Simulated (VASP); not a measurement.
**Mg: relaxation of cell and atoms with PBE**

Mg:

```xyz
1
Lattice="2.1632 -2.4638 0.0000 2.1632 2.4638 0.0000 -1.0838 0.0000 2.2270" Properties=species:S:1:pos:R:3 pbc="T T T"
Mg    1.6213    0.0000    1.1135
```

The cell was generated, and may not be a known phase.

```
Program                : VASP 6.6.1
Task                   : relaxation of cell and atoms
Functional             : PBE
Potentials or basis    : VASP PAW PBE potentials, release 64 (Mg_sv)
Cutoff                 : 840 eV
k mesh                 : 6 × 6 × 8
Occupations            : gaussian, width 0.1 eV
Spin                   : no spin polarisation
Dipole correction      : no
Further INCAR settings : ALGO = Normal; EDIFF = 1e-07; IBRION = 2; EDIFFG = -0.04; NSW = 90; ISIF = 3
```

```
Relaxed volume                        : 22.78 Å³/atom
Relaxed cell                          : a = 3.136 Å, b = 3.136 Å, c = 3.159 Å, α = 117.99°, β = 117.99°, γ = 92.58°
Space group after relaxing (to 0.1 Å) : I4/mmm (No. 139)
Energy gained by relaxing             : 605.5 meV/atom
Ionic steps                           : 20
Pressure after relaxing               : 0.0 GPa
Band gap on the k mesh                : zero (bands 5 and 6 overlap by 2.57 eV)
```

Stress tensor (GPa, compression positive):
```
 0.23  0.00 -0.07
 0.00 -0.12  0.00
-0.07  0.00  0.01
```

Step by step:
```tsv
step	energy change (eV)	largest force (eV/Å)	pressure (GPa)	volume (Å³)
1	0.0000	0.0000	7.01	23.74
2	-0.4870	0.0000	-3.12	26.90
3	-0.4942	0.0000	-3.55	27.14
4	-0.5000	0.0000	-4.24	27.60
5	-0.4994	0.0000	-4.04	27.45
6	-0.5690	0.0000	-2.40	24.96
7	-0.5860	0.0000	-1.01	23.69
8	-0.5813	0.0000	3.11	21.24
9	-0.5916	0.0000	0.17	22.80
10	-0.5921	0.0000	0.77	22.42
11	-0.5921	0.0000	0.61	22.52
12	-0.5988	0.0000	0.32	22.62
13	-0.6013	0.0000	0.01	22.73
14	-0.6014	0.0000	0.08	22.71
15	-0.6015	0.0000	0.08	22.71
16	-0.6034	0.0000	-0.04	22.79
17	-0.6051	0.0000	-0.18	22.90
18	-0.6052	0.0000	-0.22	22.93
19	-0.6055	0.0000	0.08	22.75
20	-0.6055	0.0000	0.04	22.78
```

Final structure:
```xyz
1
Lattice="2.1170 -2.2668 -0.4625 2.1170 2.2668 -0.4625 -1.6015 0.0000 2.7232" Properties=species:S:1:pos:R:3 pbc="T T T"
Mg    1.3162    0.0000    0.8991
```

Levels at points of the mesh, in eV from the Fermi level:
| k point | band 2 | band 3 | band 4 | band 5 | band 6 | band 7 | band 8 | band 9 |
| --- | --- | --- | --- | --- | --- | --- | --- | --- |
| (0.00, 0.00, 0.00) | -42.78 | -42.78 | -42.78 | -7.03 | 12.11 | 12.31 | 12.65 | 14.30 |
| (0.50, 0.00, 0.00) | -42.81 | -42.78 | -42.78 | -1.81 | -1.39 | 10.70 | 11.50 | 11.75 |
| (0.50, 0.50, 0.00) | -42.81 | -42.80 | -42.78 | -0.39 | 0.61 | 6.14 | 6.87 | 7.23 |
| (0.00, 0.00, 0.50) | -42.81 | -42.79 | -42.79 | -0.67 | 0.27 | 6.36 | 7.31 | 7.45 |
| (0.50, 0.00, 0.50) | -42.81 | -42.78 | -42.78 | -1.76 | -1.31 | 10.62 | 11.33 | 11.67 |
| (0.50, 0.50, 0.50) | -42.81 | -42.79 | -42.79 | 0.21 | 1.29 | 5.64 | 6.31 | 6.40 |

Run time: 2.3 min on 1 thread of Intel(R) Xeon(R) 6975P-C (Granite Rapids), with other jobs on the host, peak memory 0.19 GiB.

Caveat: a cell axis changed by over 15 % at a fixed basis, so the end point is rough.
